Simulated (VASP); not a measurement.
Crystal: GaAs.

```
Ga As
1.0
     0.00000    2.84109    2.79858
     2.84109    0.00000    2.79858
     2.84109    2.84109    0.00000
Ga As
1 1
Direct
  0.00000 0.00000 0.00000
  0.75000 0.75000 0.75000
```

Base run:

```yaml
Program: VASP 6.6.1
Functional: PBE
Dispersion: D3(BJ)
Potentials_or_basis: VASP PAW PBE potentials, release 64 (Ga_d, As)
Cutoff: 520 eV
k_mesh: 11 × 11 × 11
Occupations: fermi-dirac, width 0.05 eV
Spin: no spin polarisation
```

Its results: band gap on the k mesh 0.46 eV, direct; pressure 1.0 GPa.

Question: The run is repeated on the same cell with these changes: dispersion from D3(BJ) to none. What comes out?

Answer: Band gap on the k mesh 0.46 eV, direct; pressure 3.5 GPa.

Dispersion adds attraction, which lowers the pressure at fixed volume and, as a term added to the energy, leaves the levels alone.

A k mesh can miss the band edges.
